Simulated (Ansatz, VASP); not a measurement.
**Rh in VASP and in Ansatz**

File INCAR:

```
  PREC = Accurate
  ENCUT = 520
  EDIFF = 1E-7
  ISMEAR = 0
  SIGMA = 0.15
  LREAL = False
  LASPH = True
  NELM = 80
  ALGO = Fast
  ISIF = 2
  LWAVE = False
  LCHARG = False
  GGA = PS
  NBANDS = 38
```

KPOINTS

```
regular mesh
0
Gamma
  18 18 6
```

POSCAR

```
Rh
1.0
    3.1170330978      0.0000000000      0.0000000000
   -1.5585165489      2.1896662708      0.0000000000
    0.0000000000      0.0000000000      7.7674847597
Rh
4
Direct
    0.0000000000      0.0000000000      0.0000000000
    0.3333333333      0.6666666667      0.2500000000
    0.0000000000      0.0000000000      0.5000000000
    0.6666666667      0.3333333333      0.7500000000
```

Input for Ansatz:

```yaml
crystal:
  lattice:
    - [3.1170330978, 0.0, 0.0]
    - [-1.5585165489, 2.1896662708, 0.0]
    - [0.0, 0.0, 7.7674847597]
  atoms:
    - { symbol: Rh, position: [0.0, 0.0, 0.0] }
    - { symbol: Rh, position: [0.3333333333, 0.6666666667, 0.25] }
    - { symbol: Rh, position: [0.0, 0.0, 0.5] }
    - { symbol: Rh, position: [0.6666666667, 0.3333333333, 0.75] }
basis:
  ecutwfc: 420
kpoints:
  mp_grid: { grid: [18, 18, 6] }
hamiltonian:
  xc: pbesol
  pseudopotentials: { kind: paw, azcp: { folder: soft_1 } }
scf:
  occupations: { method: gaussian, width: 0.15 }
output:
  forces: true
  stress: true
  eigenvalues: true
  write_density: true
  write_potential: true
  elf: true
  volumetric_format: npy
```

Change from the starting cell: strain +e along x and -e along y +0.1100, strain +e along z and -e/2 along x and y -0.1100.

Alike in both runs: task single point; functional PBEsol; k mesh 18 × 18 × 6; occupations gaussian, width 0.15 eV; no spin polarisation.

|  | VASP | Ansatz |
| --- | --- | --- |
| version | VASP 6.6.1 | Ansatz 0.2.0 |
| potentials or method | VASP PAW PBE potentials, release 64 (Rh_pv), cutoff 520 eV | scalar-relativistic, plane waves, PAW |
| valence electrons in the cell | 60 | 68 |

Ansatz gave:

* gap on the k mesh at the Fermi level (eV): none
* pressure (GPa): 20.0
* traceless stress, the component that is largest in VASP (GPa): 24.50
* rms of the force components (eV/Å): 0.647

**Question.** What did VASP give for the same quantities?

**Answer.** gap on the k mesh at the Fermi level (eV): none; pressure (GPa): 20.0; traceless stress, the component that is largest in VASP (GPa): 24.52; rms of the force components (eV/Å): 0.650.

VASP's potentials were made for PBE, not for PBEsol, and Ansatz warns of the same on its side. Atom by atom the forces differ by 0.003 eV/Å (rms over components). A gap of «none» marks a metal or a gap that the smearing closes. VASP's potentials hold 60 valence electrons a cell and Ansatz's 68, so a difference there can come from the potentials and not from the codes.
